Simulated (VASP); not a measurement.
# HgH3Pb (Pm-3m) in VASP: notebook, part 2 of 2

VASP 6.6.1. Earlier steps stand in the parts before.

## Step 3: Relaxation of cell and atoms, PBE

This run uses another cell than the first one, of 15.94 Å³/atom, 1.007 times its volume.

INCAR reads:

```
SYSTEM = HgH3Pb
ALGO = Normal
EDIFF = 1E-6
EDIFFG = -0.01
ENCUT = 600
GGA = PE
IBRION = 2
ISIF = 3
ISMEAR = 0
LASPH = .True.
LCHARG = .False.
LREAL = .False.
LWAVE = .False.
NELM = 60
NSW = 100
PREC = Accurate
SIGMA = 0.1
```

KPOINTS reads:

```
k-points
0
Gamma
  10 10 10
  0 0 0
```

POSCAR reads:

```
HgH3Pb
1.0
    4.3039112707      0.0000000000      0.0000000000
    0.0000000000      4.3039112707      0.0000000000
    0.0000000000      0.0000000000      4.3039112707
Hg H Pb
1 3 1
Direct
    0.0000000000      0.0000000000      0.0000000000
    0.5000000000      0.5000000000      0.0000000000
    0.5000000000      0.0000000000      0.5000000000
    0.0000000000      0.5000000000      0.5000000000
    0.5000000000      0.5000000000      0.5000000000
```

Potentials or basis: VASP PAW PBE potentials, release 64 (Hg, H, Pb_d).

Started as:

```sh
cat potpaw_PBE.64/Hg/POTCAR potpaw_PBE.64/H/POTCAR potpaw_PBE.64/Pb_d/POTCAR > POTCAR
mpirun -np 1 vasp_std > vasp.out
```

OUTCAR:

```text
SYSTEM = HgH3Pb
   EDIFF = 1E-6
   EDIFFG = -0.01
   ENCUT = 600
   GGA = PE
   IBRION = 2
   ISIF = 3
   ISMEAR = 0
   LASPH = .True.
   LREAL = .False.
   NELM = 60
   NSW = 100
   PREC = Accurate

 ion  position               nearest neighbor table
   1  0.000  0.000  0.000-   5 3.73   5 3.73   5 3.73   5 3.73   5 3.73   5 3.73   5 3.73   5 3.73

   2  0.500  0.500  0.000-   5 2.15   5 2.15
   3  0.500  0.000  0.500-   5 2.15   5 2.15
   4  0.000  0.500  0.500-   5 2.15   5 2.15
   5  0.500  0.500  0.500-   2 2.15   3 2.15   4 2.15   2 2.15   3 2.15   4 2.15   1 3.73   1 3.73
                             1 3.73   1 3.73   1 3.73   1 3.73   1 3.73   1 3.73

  LATTYP: Found a simple cubic cell.
 ALAT       =     4.3039112707

  Lattice vectors:

 A1 = (   4.3039112707,   0.0000000000,   0.0000000000)
 A2 = (   0.0000000000,   4.3039112707,   0.0000000000)
 A3 = (   0.0000000000,   0.0000000000,   4.3039112707)

Analysis of symmetry for initial positions (statically):
=====================================================================
 Subroutine PRICEL returns:
 Original cell was already a primitive cell.

 Routine SETGRP: Setting up the symmetry group for a
 simple cubic supercell.

 Subroutine GETGRP returns: Found 48 space group operations
 (whereof 48 operations were pure point group operations)
 out of a pool of 48 trial point group operations.

The static configuration has the point symmetry O_h .

Analysis of symmetry for dynamics (positions and initial velocities):
=====================================================================
 Subroutine PRICEL returns:
 Original cell was already a primitive cell.

 Routine SETGRP: Setting up the symmetry group for a
 simple cubic supercell.

 Subroutine GETGRP returns: Found 48 space group operations
 (whereof 48 operations were pure point group operations)
 out of a pool of 48 trial point group operations.

The dynamic configuration has the point symmetry O_h .

 Subroutine INISYM returns: Found 48 space group operations
 (whereof 48 operations are pure point group operations),
 and found     1 'primitive' translations

----------------------------------------------------------------------------------------

                                     Primitive cell

  volume of cell :      79.7242

  direct lattice vectors                    reciprocal lattice vectors
     4.303911271  0.000000000  0.000000000     0.232346797  0.000000000  0.000000000
     0.000000000  4.303911271  0.000000000     0.000000000  0.232346797  0.000000000
     0.000000000  0.000000000  4.303911271     0.000000000  0.000000000  0.232346797

  length of vectors
     4.303911271  4.303911271  4.303911271     0.232346797  0.232346797  0.232346797

  position of ions in fractional coordinates (direct lattice)
     0.000000000  0.000000000  0.000000000
     0.500000000  0.500000000  0.000000000
     0.500000000  0.000000000  0.500000000
     0.000000000  0.500000000  0.500000000
     0.500000000  0.500000000  0.500000000

  ion indices of the primitive-cell ions
[... 31 lines left out ...]
 Found     56 irreducible k-points:

 Following reciprocal coordinates:
            Coordinates               Weight
  0.000000  0.000000  0.000000      1.000000
  0.100000  0.000000  0.000000      6.000000
  0.200000  0.000000  0.000000      6.000000
  0.300000  0.000000  0.000000      6.000000
  0.400000  0.000000  0.000000      6.000000
  0.500000  0.000000  0.000000      3.000000
[... 16 lines left out ...]
  0.200000  0.100000  0.100000     24.000000
  0.300000  0.100000  0.100000     24.000000
 [... further k-points ...]
   k-points           NKPTS =     56   k-points in BZ     NKDIM =     56   number of bands    NBANDS=     18
   number of dos      NEDOS =    301   number of ions     NIONS =      5
   total plane-waves  NPLWV =  46656
   dimension x,y,z NGX =    36 NGY =   36 NGZ =   36
   dimension x,y,z NGXF=    72 NGYF=   72 NGZF=   72
   ions per type =               1   3   1
   NGX,Y,Z   is equivalent  to a cutoff of  13.91, 13.91, 13.91 a.u.
   NGXF,Y,Z  is equivalent  to a cutoff of  27.81, 27.81, 27.81 a.u.
 SYSTEM =  HgH3Pb
   PREC   = accura    normal or accurate (medium, high low for compatibility)
   ISTART =      0    job   : 0-new  1-cont  2-samecut
   ICHARG =      2    charge: 1-file 2-atom 10-const
   ISPIN  =      1    spin polarized calculation?
   LNONCOLLINEAR =      F non collinear calculations
   LSORBIT =      F    spin-orbit coupling
   LASPH  =      T    aspherical Exc in radial PAW
   ENCUT  =  600.0 eV  44.10 Ry    6.64 a.u.   8.60  8.60  8.60*2*pi/ulx,y,z
   NELM   =     60;   NELMIN=  2; NELMDL= -5     # of ELM steps
   EDIFF  = 0.1E-05   stopping-criterion for ELM
   LREAL  =      F    real-space projection
   EDIFFG = -.1E-01   stopping-criterion for IOM
   NSW    =    100    number of steps for IOM
   IBRION =      2    ionic relax: 0-MD 1-quasi-New 2-CG
   NFREE  =      1    steps in history (QN), initial steepest desc. (CG)
   ISIF   =      3    stress and relaxation
   ISYM   =      2    0-nonsym 1-usesym 2-fastsym
   POTIM  = 0.5000    time-step for ionic-motion
   TEBEG  =    0.0;   TEEND  =   0.0 temperature during run
   PSTRESS=    0.0 pullay stress
   NELECT =      29.0000    total number of electrons
   NUPDOWN=      -1.0000    fix difference up-down
   EMIN   =  10.00;   EMAX   =-10.00  energy-range for DOS
   EFERMI =   0.00;   METHOD = LEGACY
   ISMEAR =     0;   SIGMA  =   0.10  broadening in eV -4-tet -1-fermi 0-gaus
   EFERMI_NEDOS =   21; number of points for ismear=-14 and -15
   IALGO  =     38    algorithm
   IMIX   =      4    mixing-type and parameters
     AMIX     =   0.40;   BMIX     =  1.00
     AMIX_MAG =   1.60;   BMIX_MAG =  1.00
  volume/ion in A,a.u.               =      15.94       107.60
  Fermi-wavevector in a.u.,A,eV,Ry     =   1.168631  2.208393 18.581465  1.365699
  Thomas-Fermi vector in A             =   2.305115
   LORBIT       =      0    0 simple, 1 ext, 2 COOP (PROOUT), +10 PAW based schemes
   GGA     = PE    functional components
   LHFCALC =     F    Hartree Fock is set to
   AEXX    =    0.0000 exact exchange contribution
   IVDW    =     0    specifies the selected vdW correction
   LEPSILON=     F    determine dielectric tensor
   LRPA    =     F    only Hartree local field effects (RPA)
 conjugate gradient relaxation of ions
 non-spin polarized calculation
 Gauss-broadening in eV      SIGMA  =   0.10
  energy-cutoff  :      600.00
  volume of cell :       79.72
 maximum number of plane-waves:      2685
 NGX is ok and might be reduce to    36
   NGX = 17   NGY = 17   NGZ = 17

--------------------------------------- Ionic step        1  -------------------------------------------

 number of electron      29.0000008 magnetization

 Free energy of the ion-electron system (eV)
  ---------------------------------------------------
  ext. energy  EPLUGINS =         0.00000000
  ---------------------------------------------------
  free energy    TOTEN  =       -11.54782402 eV

  energy without entropy =      -11.54415167  energy(sigma->0) =      -11.54598784

------------------------ aborting loop because EDIFF is reached ----------------------------------------

  FORCE on cell =-STRESS in cart. coord.  units (eV):
  Direction    XX          YY          ZZ          XY          YZ          ZX
  --------------------------------------------------------------------------------------
  -------------------------------------------------------------------------------------
  Total       -0.1086585     -0.1086585     -0.1086585      0.0000000      0.0000000     -0.0000000
  in kB       -2.1836571     -2.1836571     -2.1836571      0.0000000      0.0000000     -0.0000000
  external PRESSURE =      -2.1836571 kB  Pullay stress =       0.0000000 kB
[... 65 lines left out ...]
--------------------------------------- Ionic step        3  -------------------------------------------

 number of electron      29.0000006 magnetization

 Free energy of the ion-electron system (eV)
  ---------------------------------------------------
  ext. energy  EPLUGINS =         0.00000000
  ---------------------------------------------------
  free energy    TOTEN  =       -11.54824051 eV

  energy without entropy =      -11.54458312  energy(sigma->0) =      -11.54641181

 E-fermi :   2.2441     XC(G=0):  -9.3053

 val. band max:        2.2274765755   @ k =   0.5000   0.1000   0.1000
 cond. band min:       2.3787061883   @ k =   0.3000   0.2000   0.2000
 fundamental gap:      0.1512296128
 Fermi energy:         2.2440849944

 k-point     1 :       0.0000    0.0000    0.0000
  band No.  band energies     occupation
      1     -14.3407      2.00000
      2     -14.3407      2.00000
      3     -14.1769      2.00000
      4     -14.1769      2.00000
      5     -14.1769      2.00000
      6      -7.8838      2.00000
[... 481 lines left out ...]
      5     -14.1784      2.00000
      6      -7.2286      2.00000
[... 10 lines left out ...]
     17       5.6108      0.00000
     18       7.2769      0.00000

 [... further k-points ...]
[... 5 lines left out ...]
  --------------------------------------------------------------------------------------
  -------------------------------------------------------------------------------------
  Total       -0.0420365     -0.0420365     -0.0420365     -0.0000000      0.0000000     -0.0000000
  in kB       -0.8491759     -0.8491759     -0.8491759     -0.0000000      0.0000000     -0.0000000
  external PRESSURE =      -0.8491759 kB  Pullay stress =       0.0000000 kB
[... 20 lines left out ...]
  FREE ENERGIE OF THE ION-ELECTRON SYSTEM (eV)
  ---------------------------------------------------
  free  energy   TOTEN  =       -11.5482405072 eV

  energy  without entropy=      -11.5445831202  energy(sigma->0) =      -11.54641181

 reached required accuracy - stopping structural energy minimisation
```

OSZICAR:

```text
N       E                     dE             d eps       ncg     rms          rms(c)
DAV:   1     0.262266889655E+03    0.26227E+03   -0.15231E+04  2016   0.179E+03
DAV:   2     0.550744168497E+01   -0.25676E+03   -0.24908E+03  2030   0.430E+02
DAV:   3    -0.117110586344E+02   -0.17219E+02   -0.16766E+02  2434   0.124E+02
[... 21 lines left out ...]
DAV:   1    -0.115495066829E+02   -0.13714E-02   -0.35982E-02  2148   0.304E+00    0.223E-01
DAV:   2    -0.115483745665E+02    0.11321E-02   -0.30271E-03  2132   0.881E-01    0.680E-02
DAV:   3    -0.115482426692E+02    0.13190E-03   -0.57574E-04  2520   0.345E-01    0.517E-02
DAV:   4    -0.115482407179E+02    0.19513E-05   -0.46474E-05  2462   0.772E-02    0.532E-03
DAV:   5    -0.115482405072E+02    0.21066E-06   -0.57993E-06  2060   0.315E-02
   3 F= -.11548241E+02 E0= -.11546412E+02  d E =-.416490E-03
```

Wall time 2.1 min (1 thread of Intel Xeon Platinum 8259CL at 2.50GHz (Skylake/Cascade Lake), shared host); peak memory 0.29 GiB.

What came out:

```
Free energy                            : -11.5482 eV
Relaxed volume                         : 15.86 Å³/atom
Relaxed cell                           : a = 4.296 Å, b = 4.296 Å, c = 4.296 Å, α = 90.00°, β = 90.00°, γ = 90.00°
Space group after relaxing (to 0.05 Å) : Pm-3m (No. 221)
Energy gained by relaxing              : 0.1 meV/atom
Ionic steps                            : 3
Pressure after relaxing                : -0.1 GPa
```

Step by step:
```tsv
step	energy change (eV)	largest force (eV/Å)	pressure (GPa)	volume (Å³)
1	0.0000	0.0000	-0.22	79.72
2	-0.0003	0.0000	-0.15	79.47
3	-0.0004	0.0000	-0.08	79.31
```

Final structure:
```
Hg H Pb
1.0
     4.29648    0.00000    0.00000
     0.00000    4.29648    0.00000
     0.00000    0.00000    4.29648
Hg H Pb
1 3 1
Direct
  0.00000 0.00000 0.00000
  0.50000 0.50000 0.00000
  0.50000 0.00000 0.50000
  0.00000 0.50000 0.50000
  0.50000 0.50000 0.50000
```

Caveat: spin-orbit coupling is left out, which moves the levels of the heavy elements.
